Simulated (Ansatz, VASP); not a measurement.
**InSb in VASP and in Ansatz**

```
In Sb
1.0
     0.00000    3.64409    2.61391
     2.96755    0.00000    2.61391
     2.96755    3.64409    0.00000
In Sb
1 1
Direct
  0.00000 0.00000 0.00000
  0.50000 0.50000 0.50000
```

Change from the starting cell: strain +e along x and -e along y -0.1100, strain +e along z and -e/2 along x and y -0.1500.

Alike in both runs: task single point; functional PBE; k mesh 12 × 12 × 12; occupations gaussian, width 0.15 eV; no spin polarisation.

```csv
,VASP,Ansatz
version,VASP 6.6.1,Ansatz 0.2.0
potentials or method,"VASP PAW PBE potentials, release 64 (In_d, Sb), cutoff 520 eV","scalar-relativistic, plane waves, PAW"
valence electrons in the cell,18,28
```

|  | VASP | Ansatz | Ansatz less VASP |
| --- | --- | --- | --- |
| gap on the k mesh at the Fermi level (eV) | none | none | - |
| pressure (GPa) | 11.0 | 11.0 | +0.06 |
| traceless stress, the component that is largest in VASP (GPa) | 20.67 | 20.76 | +0.092 |

A gap of «none» marks a metal or a gap that the smearing closes. VASP's potentials hold 18 valence electrons a cell and Ansatz's 28, so a difference there can come from the potentials and not from the codes.

Spin-orbit coupling is off throughout.
